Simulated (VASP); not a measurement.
Wanted: the native input for a VASP 6.6.1 run.

```yaml
Task: single point
Functional: PBE
Potentials_or_basis: VASP PAW PBE potentials, release 64 (Cd, Se)
Cutoff: 520 eV
k_mesh: 3 × 3 × 3
Occupations: fermi-dirac, width 0.05 eV
Spin: no spin polarisation
Dipole_correction: no
Further_INCAR_settings: ALGO = Normal; EDIFF = 1e-06; NBANDS = 26
```

The structure of CdSe lies in POSCAR:

```
CdSe
1.0
    4.4795340000     -0.7065590000      0.0470510000
    2.9422370000      4.2102280000     -0.3284180000
    0.8818960000      1.2978200000      4.5034550000
Cd Se
2 2
Direct
    0.6480230610      0.0839734008      0.1196717283
    0.9778626265      0.5345582453      0.8589176833
   -0.0046039164      0.0971052549      0.5695248942
    0.4340280996      0.6025255857      0.3777206149
```

The input as run:

INCAR

```
SYSTEM = CdSe
PREC = Accurate
ENCUT = 520
EDIFF = 1E-6
ISMEAR = -1
SIGMA = 0.05
LREAL = .False.
LASPH = .True.
NELM = 60
ALGO = Normal
ISIF = 2
LWAVE = .False.
LCHARG = .True.
GGA = PE
LELF = .True.
LVHAR = .True.
NBANDS = 26
```

KPOINTS

```
Automatic mesh
0
Gamma
  3 3 3
  0 0 0
```

Potentials or basis: VASP PAW PBE potentials, release 64 (Cd, Se).

Launch:

```bash
$ cat potpaw_PBE.64/Cd/POTCAR potpaw_PBE.64/Se/POTCAR > POTCAR
$ mpirun -np 1 vasp_std > vasp.out
```

Results of the run:

* Pressure: 2.4 GPa
* Largest force: 0.833 eV/Å
* Band gap on the k mesh: zero (bands 18 and 19 overlap by 0.40 eV)

Caveat: the k points lie up to 0.51 Å⁻¹ apart.

It took 52 s on 1 thread of Intel Xeon 8259CL, on a shared host, peak memory 0.22 GiB.
